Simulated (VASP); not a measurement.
Input of a VASP 6.6.1 run:

Contents of INCAR:

```
SYSTEM = CdS
  ALGO = Normal
  EDIFF = 1E-6
  ENCUT = 500
  GGA = CA
  GGA_COMPAT = .False.
  ISIF = 2
  ISMEAR = -1
  LASPH = .True.
  LCHARG = .False.
  LREAL = .False.
  LWAVE = .False.
  NBANDS = 16
  NELM = 120
  PREC = Accurate
  SIGMA = 0.05
```

Contents of KPOINTS:

```
k-points
0
Gamma
  6 6 6
  0 0 0
```

File POSCAR:

```
CdS
1.0
    0.0000000000      2.7532440000      2.7532440000
    2.7532440000      0.0000000000      2.7532440000
    2.7532440000      2.7532440000      0.0000000000
Cd S
1 1
Direct
    0.0000000000      0.0000000000      0.0000000000
    0.5000000000      0.5000000000      0.5000000000
```

Potentials or basis: VASP PAW LDA potentials, release 64 (Cd, S).

Command:

```sh
$ cat potpaw_LDA.64/Cd/POTCAR potpaw_LDA.64/S/POTCAR > POTCAR
$ mpirun -np 1 vasp_std > vasp.out
```

Problem. Predict the pressure.

Solution. -6.4 GPa.

Caveat: the cell stands under tension.
